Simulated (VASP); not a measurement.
InP, 2 atoms in the cell. It takes space group I-4m2 (No. 119, tetragonal). Conventional cell: a = 4.141 Å, b = 4.141 Å, c = 5.793 Å, α = 90.00°, β = 90.00°, γ = 90.00°. In (site symmetry -4m2) has 4 P at 2.53 Å within 3.3 Å. Within 3.3 Å of P (site symmetry -4m2) lie 4 In at 2.53 Å.  This cell differs from its parent crystal: in-plane strain +0.005, then relaxed in part.

* Program: VASP 6.6.1
* Task: single point
* Functional: LDA
* Potentials or basis: VASP PAW LDA potentials, release 64 (In_d, P)
* Cutoff: 520 eV
* k mesh: 8 × 8 × 8
* Occupations: gaussian, width 0.01 eV
* Spin: no spin polarisation
* Dipole correction: no
* Further INCAR settings: ALGO = Normal; EDIFF = 1e-06; NBANDS = 16

Potentials or basis: VASP PAW LDA potentials, release 64 (In_d, P).

Command:

```bash
$ cat potpaw_LDA.64/In_d/POTCAR potpaw_LDA.64/P/POTCAR > POTCAR
$ mpirun -np 1 vasp_std > vasp.out
```

Hardware: 1 thread of AMD EPYC 9R45 96-Core Processor (Zen 5), with other jobs on the host.

How long does it take, and how much memory?

Wall time 19 s on 1 thread of AMD EPYC 9R45 96-Core Processor (Zen 5), with other jobs on the host, peak memory 0.15 GiB. Counts: scf iterations 13, k points 59.
